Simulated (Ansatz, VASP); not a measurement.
Two plane-wave programs on Si7B

```xyz
8
Lattice="3.7015 0.0000 0.0000 0.0000 3.7015 0.0000 0.0000 0.0000 10.6689" Properties=species:S:1:pos:R:3 pbc="T T T"
Si    3.7015    3.7015    5.3345
Si    0.0000    1.8507    3.9010
Si    1.8507    3.7015    6.7679
Si    3.7015    1.8507    9.6716
Si    1.8507    3.7015    0.9973
Si    1.8507    1.8507    8.1711
Si    1.8507    1.8507    2.4978
B     0.0000    0.0000    0.0000
```

Alike in both runs: task single point; functional PBE; k mesh 6 × 6 × 2; occupations gaussian, width 0.2 eV; no spin polarisation.

```csv
,VASP,Ansatz
version,VASP 6.6.1,Ansatz 0.2.0
potentials or method,"VASP PAW PBE potentials, release 64 (Si, B), cutoff 520 eV","scalar-relativistic, plane waves, PAW"
valence electrons in the cell,31,31
```

```csv
,VASP,Ansatz,Ansatz less VASP
gap on the k mesh at the Fermi level (eV),none,none,-
pressure (GPa),0.0,0.1,+0.08
"traceless stress, the component that is largest in VASP (GPa)",0.51,0.52,+0.013
rms of the force components (eV/Å),0.025,0.026,+0.0009
```

Atom by atom the forces differ by 0.003 eV/Å (rms over components). A gap of «none» marks a metal or a gap that the smearing closes.
